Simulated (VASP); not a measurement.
# ReF2: single point with PBE

Crystal: ReF2.

```xyz
3
Lattice="0.0000 2.6406 2.6406 2.6406 0.0000 2.6406 2.6406 2.6406 0.0000" Properties=species:S:1:pos:R:3 pbc="T T T"
Re    0.0000    0.0000    0.0000
F     1.3203    1.3203    1.3203
F     3.9609    3.9609    3.9609
```

| Quantity | Value |
| --- | --- |
| Program | VASP 6.6.1 |
| Task | single point |
| Functional | PBE |
| Potentials or basis | VASP PAW PBE potentials, release 64 (Re, F) |
| Cutoff | 520 eV |
| k mesh | 6 × 6 × 6 |
| Occupations | gaussian, width 0.1 eV |
| Spin | collinear spin, ferromagnetic start |
| Starting moments | [0.62, 0.0, 0.0] μB |

```
Pressure                                              : -0.2 GPa
Net moment                                            : 0.90 μB per cell
Site moments                                          : Re +0.81; F +0.01 μB
Valence electrons inside the program's atomic spheres : Re 5.31; F 6.04
```

Levels at points of the mesh, in eV from the Fermi level:
Spin up:
```csv
k point,band 7,band 8,band 9,band 10,band 11,band 12,band 13,band 14,band 15,band 16
"(0.00, 0.00, 0.00)",-7.16,-7.16,-1.27,-1.27,-1.21,1.47,1.47,1.47,9.78,9.78
"(0.50, 0.00, 0.00)",-7.94,-7.94,-0.98,-0.98,-0.61,1.00,1.00,3.91,4.32,12.43
"(0.50, 0.50, 0.00)",-7.57,-6.79,-1.45,-0.86,-0.48,0.51,0.51,5.14,6.27,9.46
```
Spin down:
| k point | band 6 | band 7 | band 8 | band 9 | band 10 | band 11 | band 12 | band 13 | band 14 | band 15 |
| --- | --- | --- | --- | --- | --- | --- | --- | --- | --- | --- |
| (0.00, 0.00, 0.00) | -7.13 | -7.13 | -7.13 | -0.95 | -0.92 | -0.92 | 2.15 | 2.15 | 2.15 | 9.94 |
| (0.50, 0.00, 0.00) | -8.33 | -7.90 | -7.90 | -0.61 | -0.61 | 0.17 | 1.68 | 1.68 | 4.26 | 4.40 |
| (0.50, 0.50, 0.00) | -7.46 | -7.46 | -6.77 | -1.16 | -0.13 | -0.08 | 1.26 | 1.26 | 5.48 | 6.47 |

Wall time 18 s on 1 thread of Intel(R) Xeon(R) 6975P-C (Granite Rapids) (shared host), peak memory 0.18 GiB.

Caveat: spin-orbit coupling is left out, which moves the levels of the heavy elements.
